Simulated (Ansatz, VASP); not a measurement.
One calculation of InH3, two programs

```
CELL_PARAMETERS angstrom
3.51438 0.00000 0.00000
-1.75719 3.04354 0.00000
0.00000 0.00000 5.42965
ATOMIC_POSITIONS crystal
In 0.00000 0.00000 0.00000
H 0.50000 0.00000 0.50000
H 0.00000 0.50000 0.50000
H 0.50000 0.50000 0.50000
```

Alike in both runs: task single point; functional PBE; k mesh 6 × 6 × 4; occupations gaussian, width 0.1 eV; no spin polarisation.

|  | VASP | Ansatz |
| --- | --- | --- |
| version | VASP 6.6.1 | Ansatz 0.2.0 |
| potentials or method | VASP PAW PBE potentials, release 64 (In_d, H), cutoff 520 eV | scalar-relativistic, plane waves, PAW |
| valence electrons in the cell | 16 | 16 |

```csv
,VASP,Ansatz,Ansatz less VASP
gap on the k mesh at the Fermi level (eV),none,none,-
pressure (GPa),-8.9,-8.8,+0.09
"traceless stress, the component that is largest in VASP (GPa)",4.36,4.36,-0.001
```

A gap of «none» marks a metal or a gap that the smearing closes.
